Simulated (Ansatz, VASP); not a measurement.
MgO: VASP beside Ansatz

File INCAR:

```
SYSTEM = MgO
PREC = Accurate ; ENCUT = 840
EDIFF = 1E-6 ; ISMEAR = 0
SIGMA = 0.1 ; LREAL = .False.
LASPH = .True. ; NELM = 120
ALGO = Normal ; ISIF = 2
LWAVE = .False. ; LCHARG = .False.
GGA = PE ; NBANDS = 15
GGA_COMPAT = .False.
```

File KPOINTS:

```
regular mesh
0
Gamma
  8 8 8
  0 0 0
```

POSCAR

```
MgO
1.0
    0.0000000000      2.1351500000      2.1351500000
    2.1351500000      0.0000000000      2.1351500000
    2.1351500000      2.1351500000      0.0000000000
Mg O
1 1
Direct
    0.0000000000      0.0000000000      0.0000000000
    0.5000000000      0.5000000000      0.5000000000
```

Input for Ansatz:

```yaml
crystal:
  lattice:
    - [0.0, 2.13515, 2.13515]
    - [2.13515, 0.0, 2.13515]
    - [2.13515, 2.13515, 0.0]
  atoms:
    - { symbol: Mg, position: [0.0, 0.0, 0.0] }
    - { symbol: O, position: [0.5, 0.5, 0.5] }
basis:
  ecutwfc: 420
kpoints:
  mp_grid: { grid: [8, 8, 8] }
hamiltonian:
  xc: pbe
scf:
  occupations: { method: gaussian, width: 0.1 }
output:
  forces: true
  stress: true
  eigenvalues: true
```

Alike in both runs: task single point; functional PBE; k mesh 8 × 8 × 8; occupations gaussian, width 0.1 eV; no spin polarisation.

|  | VASP | Ansatz |
| --- | --- | --- |
| version | VASP 6.6.1 | Ansatz 0.2.0 |
| potentials or method | VASP PAW PBE potentials, release 64 (Mg_sv, O), cutoff 840 eV | scalar-relativistic, plane waves, PAW |
| valence electrons in the cell | 16 | 16 |

```csv
,VASP,Ansatz,Ansatz less VASP
gap on the k mesh at the Fermi level (eV),4.35,4.35,+0.002
least direct gap on the mesh (eV),4.35,4.35,+0.002
pressure (GPa),-1.7,-1.7,-0.02
```
